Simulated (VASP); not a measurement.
Set up this calculation in VASP 6.6.1, as the native input.

| Item | Value |
| --- | --- |
| Task | single point |
| Functional | PBE |
| Potentials or basis | VASP PAW PBE potentials, release 64 (Li_sv, Nb_sv, O) |
| Cutoff | 520 eV |
| k mesh | 6 × 6 × 6 |
| Occupations | gaussian, width 0.05 eV |
| Spin | no spin polarisation |
| Dipole correction | no |
| Further INCAR settings | ALGO = Normal; EDIFF = 1e-06; NBANDS = 45 |

The structure of LiNbO3 lies in POSCAR:

```
LiNbO3
1.0
    2.5256472718      1.4581831323      4.6951782783
   -2.5256472718      1.4581831323      4.6951782783
    0.0000000000     -2.9163662645      4.6951782784
Li Nb O
2 2 6
Direct
    0.2815913687      0.2815913687      0.2815913687
    0.7815913687      0.7815913687      0.7815913687
    0.0004900497      0.0004900497      0.0004900497
    0.5004900497      0.5004900497      0.5004900497
    0.1104619503      0.3580262714      0.7211003599
    0.7211003599      0.1104619503      0.3580262714
    0.3580262714      0.7211003599      0.1104619503
    0.2211003599      0.8580262714      0.6104619503
    0.8580262714      0.6104619503      0.2211003599
    0.6104619503      0.2211003599      0.8580262714
```

The input as run:

INCAR

```
PREC = Accurate
ENCUT = 520
EDIFF = 1E-6
ISMEAR = 0
SIGMA = 0.05
LREAL = F
LASPH = T
NELM = 100
ALGO = Normal
ISIF = 2
LWAVE = F
LCHARG = T
GGA = PE
LELF = T
LVHAR = T
NBANDS = 45
```

KPOINTS

```
Automatic mesh
0
Gamma
  6 6 6
```

Potentials or basis: VASP PAW PBE potentials, release 64 (Li_sv, Nb_sv, O).

Command:

```sh
$ cat potpaw_PBE.64/Li_sv/POTCAR potpaw_PBE.64/Nb_sv/POTCAR potpaw_PBE.64/O/POTCAR > POTCAR
$ mpirun -np 1 vasp_std > vasp.out
```

It gave:

```
Largest force          : 0.826 eV/Å
Band gap on the k mesh : 3.79 eV (least direct gap 3.80 eV)
```

Run time: 120 s on 1 thread of AMD EPYC 9R45 96-Core Processor (Zen 5), with other jobs on the host, peak memory 0.28 GiB.
